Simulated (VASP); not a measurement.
Input of a VASP 6.6.1 run:

Contents of INCAR:

```
ALGO = Normal
EDIFF = 1E-7
ENCUT = 520
GGA = PE
ISIF = 2
ISMEAR = -1
LASPH = T
LCHARG = F
LREAL = F
LWAVE = F
NBANDS = 11
NELM = 80
PREC = Accurate
SIGMA = 0.05
```

Contents of KPOINTS:

```
k-points
0
Gamma
  10 10 10
```

Contents of POSCAR:

```
Si
1.0
    0.0000000000      2.7144176166      2.7144176166
    2.7144176166      0.0000000000      2.7144176166
    2.7144176166      2.7144176166      0.0000000000
Si
2
Direct
   -0.1250000000     -0.1250000000     -0.1250000000
    0.1250000000      0.1250000000      0.1250000000
```

Potentials or basis: VASP PAW PBE potentials, release 64 (Si).

Run with:

```bash
$ cat potpaw_PBE.64/Si/POTCAR > POTCAR
$ mpirun -np 1 vasp_std > vasp.out
```

(1) Estimate the pressure.

(2) Estimate the band gap on the k mesh.

Results:

(1) 2.0 GPa.

(2) 0.58 eV (least direct gap 2.57 eV).
